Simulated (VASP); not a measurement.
# Pd (Fm-3m) in VASP: settings compared

Aim: see how the results for Pd move with the level of theory and the settings. Levels: BLYP+D3(BJ), r2SCAN+D4, PBE, BLYP+D4. Tasks: single point.

All numbers are computed with VASP 6.6.1; they aren't measurements. Logs are shortened: lines on timing, memory, paths and dates and some standing lists are left out, and cuts for length are marked.

### Step 1. The cell of the first run

The structure is cubic, space group Fm-3m (No. 225). The conventional cell has a = 3.969 Å, b = 3.969 Å, c = 3.969 Å, α = 90.00°, β = 90.00°, γ = 90.00°. Pd (site symmetry m-3m) has 12 Pd at 2.81 Å within 3.7 Å.

### Step 2. Single point, BLYP+D3(BJ)

File INCAR:

```
AGGAC = 1.0 ; AGGAX = 1.0
ALDAC = 0.0 ; ALDAX = 1.0
ALGO = Fast ; EDIFF = 1E-6
ENCUT = 520 ; GGA = B5
ISIF = 2 ; ISMEAR = -1
IVDW = 12 ; LASPH = T
LCHARG = F ; LREAL = F
LWAVE = F ; NBANDS = 11
NELM = 60 ; PREC = Accurate
SIGMA = 0.05 ; VDW_A1 = 0.4298
VDW_A2 = 4.2359 ; VDW_S6 = 1.0
VDW_S8 = 2.6996
```

File KPOINTS:

```
k-points
0
Gamma
  12 12 12
```

File POSCAR:

```
Pd
1.0
    0.0000000000      1.9846763588      1.9846763588
    1.9846763588      0.0000000000      1.9846763588
    1.9846763588      1.9846763588      0.0000000000
Pd
1
Direct
    0.0000000000      0.0000000000      0.0000000000
```

Potentials or basis: VASP PAW PBE potentials, release 64 (Pd).

Run with:

```bash
> cat potpaw_PBE.64/Pd/POTCAR > POTCAR
> mpirun -np 1 vasp_std > vasp.out
```

OUTCAR:

```text
EDIFF = 1E-6
   ENCUT = 520
   GGA = B5
   ISIF = 2
   ISMEAR = -1
   IVDW = 12
   LASPH = T
   LREAL = F
   NELM = 60
   PREC = Accurate
 IVDW          = 12

 ion  position               nearest neighbor table
   1  0.000  0.000  0.000-

  LATTYP: Found a face centered cubic cell.
 ALAT       =     3.9693527176

  Lattice vectors:

 A1 = (   0.0000000000,   1.9846763588,   1.9846763588)
 A2 = (   1.9846763588,   0.0000000000,   1.9846763588)
 A3 = (   1.9846763588,   1.9846763588,   0.0000000000)

Analysis of symmetry for initial positions (statically):
[... 33 lines left out ...]
                                     Primitive cell

  volume of cell :      15.6350

  direct lattice vectors                    reciprocal lattice vectors
     0.000000000  1.984676359  1.984676359    -0.251930244  0.251930244  0.251930244
     1.984676359  0.000000000  1.984676359     0.251930244 -0.251930244  0.251930244
     1.984676359  1.984676359  0.000000000     0.251930244  0.251930244 -0.251930244

  length of vectors
     2.806756224  2.806756224  2.806756224     0.436355983  0.436355983  0.436355983

  position of ions in fractional coordinates (direct lattice)
     0.000000000  0.000000000  0.000000000

  ion indices of the primitive-cell ions
   primitive index   ion index
                 1           1

----------------------------------------------------------------------------------------

 KPOINTS: k-points

Automatic generation of k-mesh.
 Grid dimensions read from file:
 generate k-points for:   12   12   12

 Generating k-lattice:

  Cartesian coordinates                     Fractional coordinates (reciprocal lattice)
    -0.020994187  0.020994187  0.020994187     0.083333333  0.000000000  0.000000000
     0.020994187 -0.020994187  0.020994187     0.000000000  0.083333333  0.000000000
     0.020994187  0.020994187 -0.020994187     0.000000000  0.000000000  0.083333333

  Length of vectors
     0.036362999  0.036362999  0.036362999

  Shift w.r.t. Gamma in fractional coordinates (k-lattice)
     0.000000000  0.000000000  0.000000000

 Subroutine IBZKPT returns following result:
 ===========================================

 Found     72 irreducible k-points:

 Following reciprocal coordinates:
            Coordinates               Weight
  0.000000  0.000000  0.000000      1.000000
  0.083333  0.000000  0.000000      8.000000
  0.166667  0.000000  0.000000      8.000000
  0.250000  0.000000  0.000000      8.000000
  0.333333  0.000000  0.000000      8.000000
  0.416667  0.000000  0.000000      8.000000
[... 16 lines left out ...]
  0.500000  0.166667  0.000000     24.000000
 -0.416667  0.166667  0.000000     24.000000
 [... further k-points ...]
   k-points           NKPTS =     72   k-points in BZ     NKDIM =     72   number of bands    NBANDS=     11
   number of dos      NEDOS =    301   number of ions     NIONS =      1
   total plane-waves  NPLWV =  13824
   dimension x,y,z NGX =    24 NGY =   24 NGZ =   24
   dimension x,y,z NGXF=    48 NGYF=   48 NGZF=   48
   ions per type =               1
   NGX,Y,Z   is equivalent  to a cutoff of  14.22, 14.22, 14.22 a.u.
   NGXF,Y,Z  is equivalent  to a cutoff of  28.43, 28.43, 28.43 a.u.
 SYSTEM =  unknown system
   PREC   = accura    normal or accurate (medium, high low for compatibility)
   ISTART =      0    job   : 0-new  1-cont  2-samecut
   ICHARG =      2    charge: 1-file 2-atom 10-const
   ISPIN  =      1    spin polarized calculation?
   LNONCOLLINEAR =      F non collinear calculations
   LSORBIT =      F    spin-orbit coupling
   LASPH  =      T    aspherical Exc in radial PAW
   ENCUT  =  520.0 eV  38.22 Ry    6.18 a.u.   5.22  5.22  5.22*2*pi/ulx,y,z
   NELM   =     60;   NELMIN=  2; NELMDL= -5     # of ELM steps
   EDIFF  = 0.1E-05   stopping-criterion for ELM
   LREAL  =      F    real-space projection
   EDIFFG = 0.1E-04   stopping-criterion for IOM
   NSW    =      0    number of steps for IOM
   IBRION =     -1    ionic relax: 0-MD 1-quasi-New 2-CG
   NFREE  =      0    steps in history (QN), initial steepest desc. (CG)
   ISIF   =      2    stress and relaxation
   ISYM   =      2    0-nonsym 1-usesym 2-fastsym
   POTIM  = 0.5000    time-step for ionic-motion
   TEBEG  =    0.0;   TEEND  =   0.0 temperature during run
   PSTRESS=    0.0 pullay stress
   NELECT =      10.0000    total number of electrons
   NUPDOWN=      -1.0000    fix difference up-down
   EMIN   =  10.00;   EMAX   =-10.00  energy-range for DOS
   EFERMI =   0.00;   METHOD = LEGACY
   ISMEAR =    -1;   SIGMA  =   0.05  broadening in eV -4-tet -1-fermi 0-gaus
   EFERMI_NEDOS =   21; number of points for ismear=-14 and -15
   IALGO  =     68    algorithm
   IMIX   =      4    mixing-type and parameters
     AMIX     =   0.40;   BMIX     =  1.00
     AMIX_MAG =   1.60;   BMIX_MAG =  1.00
  volume/ion in A,a.u.               =      15.64       105.51
  Fermi-wavevector in a.u.,A,eV,Ry     =   1.410507  2.665471 27.069185  1.989529
  Thomas-Fermi vector in A             =   2.532453
   LORBIT       =      0    0 simple, 1 ext, 2 COOP (PROOUT), +10 PAW based schemes
   GGA     = B5    functional components
   LHFCALC =     F    Hartree Fock is set to
   AEXX    =    0.0000 exact exchange contribution
   IVDW    =    12    specifies the selected vdW correction
   LEPSILON=     F    determine dielectric tensor
   LRPA    =     F    only Hartree local field effects (RPA)
 non-spin polarized calculation
 RMM-DIIS sequential band-by-band and
  energy-cutoff  :      520.00
  volume of cell :       15.64
 maximum number of plane-waves:       444
 NGX is ok and might be reduce to    24
   NGX = 11   NGY = 11   NGZ = 11

 number of electron      10.0000001 magnetization

 Free energy of the ion-electron system (eV)
  ---------------------------------------------------
  ext. energy  EPLUGINS =         0.00000000
  ---------------------------------------------------
  free energy    TOTEN  =        -4.37673929 eV

  energy without entropy =       -4.35586195  energy(sigma->0) =       -4.36630062

 E-fermi :   9.3041     XC(G=0): -12.1984

 val. band max:        9.3010816460   @ k =   0.5000   0.0833   0.0000
 cond. band min:       9.3053739966   @ k =  -0.3333   0.4167   0.0833
 fundamental gap:      0.0042923507
 Fermi energy:         9.3041367441

 k-point     1 :       0.0000    0.0000    0.0000
  band No.  band energies     occupation
      1       2.7909      2.00000
      2       6.7302      2.00000
      3       6.7302      2.00000
      4       6.7302      2.00000
      5       8.1840      2.00000
      6       8.1840      2.00000
      7      26.8022      0.00000
      8      31.0637      0.00000
      9      31.0637      0.00000
     10      31.0637      0.00000
     11      36.5307      0.00000

 k-point     2 :       0.0833    0.0000    0.0000
  band No.  band energies     occupation
      1       3.0292      2.00000
      2       6.6567      2.00000
      3       6.8083      2.00000
      4       6.8083      2.00000
      5       8.1505      2.00000
      6       8.1505      2.00000
      7      27.0055      0.00000
      8      29.6400      0.00000
      9      31.3077      0.00000
     10      31.3077      0.00000
     11      36.6908      0.00000

 k-point     3 :       0.1667    0.0000    0.0000
  band No.  band energies     occupation
      1       3.6741      2.00000
      2       6.5383      2.00000
      3       6.9658      2.00000
      4       6.9658      2.00000
      5       8.1320      2.00000
      6       8.1320      2.00000
      7      26.4162      0.00000
      8      27.9827      0.00000
      9      31.9125      0.00000
     10      31.9125      0.00000
     11      35.0956      0.00000

 k-point     4 :       0.2500    0.0000    0.0000
  band No.  band energies     occupation
      1       4.3836      2.00000
      2       6.7780      2.00000
      3       6.9987      2.00000
      4       6.9987      2.00000
      5       8.3333      2.00000
      6       8.3333      2.00000
      7      23.5511      0.00000
      8      27.7468      0.00000
      9      32.2761      0.00000
     10      32.2761      0.00000
     11      34.7709      0.00000

 k-point     5 :       0.3333    0.0000    0.0000
  band No.  band energies     occupation
      1       4.6144      2.00000
      2       6.8749      2.00000
      3       6.8749      2.00000
      4       7.9378      2.00000
      5       8.7483      1.99997
      6       8.7483      1.99997
      7      20.4430      0.00000
      8      27.0483      0.00000
      9      31.3943      0.00000
     10      31.3943      0.00000
     11      35.2634      0.00000
[... 211 lines left out ...]
 k-point    21 :       0.3333    0.1667    0.0000
  band No.  band energies     occupation
      1       5.0599      2.00000
      2       6.0544      2.00000
      3       6.9138      2.00000
      4       7.5046      2.00000
      5       8.9327      1.99881
      6       9.0257      1.99240
      7      22.9619      0.00000
      8      27.5942      0.00000
      9      27.6911      0.00000
     10      29.9684      0.00000
     11      34.6522      0.00000

 k-point    22 :       0.4167    0.1667    0.0000
  band No.  band energies     occupation
      1       5.0706      2.00000
      2       6.3983      2.00000
      3       6.9465      2.00000
      4       7.3782      2.00000
      5       9.2490      1.50122
      6      10.5795      0.00000
      7      19.7996      0.00000
      8      26.5750      0.00000
      9      27.3629      0.00000
     10      29.1554      0.00000
     11      36.5591      0.00000

 k-point    23 :       0.5000    0.1667    0.0000
  band No.  band energies     occupation
      1       5.0310      2.00000
      2       6.3269      2.00000
      3       7.2459      2.00000
      4       7.4552      2.00000
      5       9.3299      0.74772
      6      12.4478      0.00000
      7      17.0847      0.00000
      8      25.6382      0.00000
      9      27.6261      0.00000
     10      28.3508      0.00000
     11      37.0909      0.00000

 k-point    24 :      -0.4167    0.1667    0.0000
  band No.  band energies     occupation
      1       5.0779      2.00000
      2       6.3286      2.00000
      3       7.1831      2.00000
      4       7.6530      2.00000
      5       9.0886      1.97353
      6      13.0016      0.00000
      7      16.5501      0.00000
      8      24.9618      0.00000
      9      28.0200      0.00000
     10      28.6338      0.00000
     11      36.6982      0.00000

 [... further k-points ...]

------------------------ aborting loop because EDIFF is reached ----------------------------------------

 Edisp (eV)   -1.44082

 E8    (eV) :    -1.0651

  FORCE on cell =-STRESS in cart. coord.  units (eV):
  Direction    XX          YY          ZZ          XY          YZ          ZX
  --------------------------------------------------------------------------------------
  -------------------------------------------------------------------------------------
  Total      -0.84133    -0.84133    -0.84133    -0.00000     0.00000    -0.00000
  in kB     -86.21443   -86.21443   -86.21443    -0.00000     0.00000    -0.00000
  external pressure =      -86.21 kB  Pullay stress =        0.00 kB

 VOLUME and BASIS-vectors are now :
 -----------------------------------------------------------------------------
  energy-cutoff  :      520.00
  volume of cell :       15.64
      direct lattice vectors                 reciprocal lattice vectors
     0.000000000  1.984676359  1.984676359    -0.251930244  0.251930244  0.251930244
     1.984676359  0.000000000  1.984676359     0.251930244 -0.251930244  0.251930244
     1.984676359  1.984676359  0.000000000     0.251930244  0.251930244 -0.251930244

 POSITION                                       TOTAL-FORCE (eV/Angst)
 -----------------------------------------------------------------------------------
      0.00000      0.00000      0.00000         0.000000      0.000000      0.000000
 -----------------------------------------------------------------------------------
    total drift:                               -0.000000      0.000000      0.000000

  FREE ENERGIE OF THE ION-ELECTRON SYSTEM (eV)
  ---------------------------------------------------
  free  energy   TOTEN  =        -5.8175577887 eV

  energy  without entropy=       -5.7966804476  energy(sigma->0) =       -5.80711912
```

It took 13 s on 1 thread of Intel Xeon 6975P-C, shared host; peak memory 0.15 GiB.

Results:

| Quantity | Value |
| --- | --- |
| Free energy | -5.8176 eV |
| Pressure | -8.6 GPa |
| Band gap on the k mesh | zero (band 5 reaches 9.58 eV, above the bottom of band 6 at 8.13 eV) |
| Dispersion energy per atom | -1.441 eV |

Caveat: the PAW data sets were made with another functional, which shifts forces and pressure a little; pairwise dispersion overbinds metals, which lowers pressure and volume.

### Step 3. Single point, r2SCAN+D4

This run uses another cell than the first one, of 13.87 Å³/atom, 0.887 times its volume.

File POSCAR:

```
Pd
1.0
    0.0000000000      1.9067643606      1.9067643606
    1.9067643606      0.0000000000      1.9067643606
    1.9067643606      1.9067643606      0.0000000000
Pd
1
Direct
    0.0000000000      0.0000000000      0.0000000000
```

File INCAR.step1:

```
  PREC = Accurate
  ENCUT = 520
  ISMEAR = -1
  SIGMA = 0.05
  LREAL = F
  LASPH = T
  NELM = 80
  NBANDS = 11
  GGA = PE
  ALGO = Normal
  EDIFF = 1E-4
  LWAVE = T
  LCHARG = F
```

File INCAR.step2:

```
  PREC = Accurate
  ENCUT = 520
  EDIFF = 1E-7
  ISMEAR = -1
  SIGMA = 0.05
  LREAL = F
  LASPH = T
  NELM = 80
  ALGO = Normal
  ISIF = 2
  LWAVE = F
  LCHARG = F
  METAGGA = R2SCAN
  LMIXTAU = T
  IVDW = 13
  VDW_S6 = 1.0
  VDW_S8 = 0.6018749
  VDW_A1 = 0.51559235
  VDW_A2 = 5.77342911
  NBANDS = 11
  ISTART = 1
```

File KPOINTS:

```
Automatic mesh
0
Gamma
  12 12 12
```

Potentials or basis: VASP PAW PBE potentials, release 64 (Pd).

Run with:

```bash
> cat potpaw_PBE.64/Pd/POTCAR > POTCAR
> cp INCAR.step1 INCAR
> mpirun -np 1 vasp_std > vasp.out
> cp INCAR.step2 INCAR
> mpirun -np 1 vasp_std > vasp.out
```

It took 40 s on 1 thread of Intel Xeon 6975P-C, shared host; peak memory 0.14 GiB.

Results (log left out):

| Quantity | Value |
| --- | --- |
| Free energy | -23.0806 eV |
| Pressure | 15.8 GPa |
| Band gap on the k mesh | zero (band 5 reaches 11.03 eV, above the bottom of band 6 at 9.17 eV) |
| Dispersion energy per atom | -0.178 eV |

Levels at points of the mesh, in eV from the Fermi level:
```csv
k point,band 2,band 3,band 4,band 5,band 6,band 7,band 8,band 9
"(0.00, 0.00, 0.00)",-3.21,-3.21,-3.21,-1.42,-1.42,18.07,22.24,23.44
"(0.50, 0.00, 0.00)",-3.29,-3.29,-0.01,-0.01,1.17,8.27,17.49,22.26
"(0.50, 0.50, 0.00)",-5.79,-0.08,0.37,0.37,3.68,12.02,14.32,14.32
```

Caveat: the PAW data sets were made with another functional, which shifts forces and pressure a little; pairwise dispersion overbinds metals, which lowers pressure and volume.

(Part 1 of 2 ends here.)
